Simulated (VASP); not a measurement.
A run of VASP 6.6.1 is set up as follows.

INCAR

```
PREC = Accurate ; ENCUT = 600
EDIFF = 1E-7 ; ISMEAR = 0
SIGMA = 0.1 ; LREAL = False
LASPH = True ; NELM = 60
ALGO = Fast ; ISIF = 3
LWAVE = False ; LCHARG = False
GGA = PE ; IBRION = 2
NSW = 80 ; EDIFFG = -0.015
```

The input KPOINTS:

```
Automatic mesh
0
Gamma
  8 12 12
```

Contents of POSCAR:

```
Cu
1.0
    0.0000000000      0.0000000000     -4.1935281576
   -3.8520155592     -2.2239622200      0.0000000000
    0.0000000000      4.4479244400      0.0000000000
Cu
6
Direct
    0.7500000000      0.6666666667      0.6666666667
    0.7500000000      1.0000000000      0.3333333333
    0.7500000000      0.3333333333      0.0000000000
    0.2500000000      0.3333333333      0.3333333333
    0.2500000000      0.6666666667      1.0000000000
    0.2500000000      1.0000000000      0.6666666667
```

Potentials or basis: VASP PAW PBE potentials, release 64 (Cu).

Command:

```sh
$ cat potpaw_PBE.64/Cu/POTCAR > POTCAR
$ mpirun -np 1 vasp_std > vasp.out
```

(1) Predict the relaxed cell.

(2) What does it give for the band gap on the k mesh?

(3) Predict the relaxed volume.

## Answers

(1) a = 4.217 Å, b = 4.444 Å, c = 4.444 Å, α = 120.00°, β = 90.00°, γ = 90.00°.

(2) zero (bands 33 and 34 overlap by 5.30 eV).

(3) 12.02 Å³/atom.
